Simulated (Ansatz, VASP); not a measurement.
## One calculation of Ta, two programs

```
CELL_PARAMETERS angstrom
-1.62767 1.62767 1.62767
1.62767 -1.62767 1.62767
1.62767 1.62767 -1.62767
ATOMIC_POSITIONS crystal
Ta 0.00000 0.00000 0.00000
```

Alike in both runs: functional LDA; k mesh 13 × 13 × 13; occupations fermi-dirac, width 0.1 eV; no spin polarisation.

Ansatz relaxed the structure, and its values are those at the end. VASP's run is a single point on that final structure, the one shown.

|  | VASP | Ansatz |
| --- | --- | --- |
| version | VASP 6.6.1 | Ansatz 0.2.0 |
| potentials or method | VASP PAW LDA potentials, release 64 (Ta_pv), cutoff 520 eV | plane waves (420 eV) with PAW, scalar-relativistic |
| valence electrons in the cell | 11 | 13 |

|  | VASP | Ansatz | Ansatz less VASP |
| --- | --- | --- | --- |
| pressure (GPa) | 0.8 | 0.0 | -0.82 |

Ansatz warns that its potentials were made for another functional, while VASP's fit it. LDA's correlation is that of Perdew and Zunger in VASP and of Perdew and Wang (1992) in Ansatz. VASP's potentials hold 11 valence electrons a cell and Ansatz's 13, so a difference there can come from the potentials and not from the codes.

Neither program's run includes spin-orbit coupling.
